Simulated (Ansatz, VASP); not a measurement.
# InP: VASP beside Ansatz

```
CELL_PARAMETERS angstrom
0.00000 2.92368 2.98328
2.92368 0.00000 2.98328
2.92368 2.92368 0.00000
ATOMIC_POSITIONS crystal
In 0.00000 0.00000 0.00000
P 0.25000 0.25000 0.25000
```

Change from the starting cell: strained cell.

Alike in both runs: task relaxation of the atoms; functional PBEsol; k mesh 10 × 10 × 10; occupations gaussian, width 0.02 eV; no spin polarisation.

|  | VASP | Ansatz |
| --- | --- | --- |
| version | VASP 6.6.1 | Ansatz 0.2.0 |
| potentials or method | VASP PAW PBE potentials, release 64 (In_d, P), cutoff 450 eV | scalar-relativistic, plane waves, PAW |
| valence electrons in the cell | 18 | 18 |

```tsv
	VASP	Ansatz	Ansatz less VASP
gap on the k mesh at the Fermi level, each at its own relaxed structure (eV)	0.51	0.51	+0.001
```

VASP's potentials were made for PBE, not for PBEsol. Ansatz's warnings: stress scf threshold loose.

Noted on VASP's run: the relaxation stopped at its first step, so nothing moved.
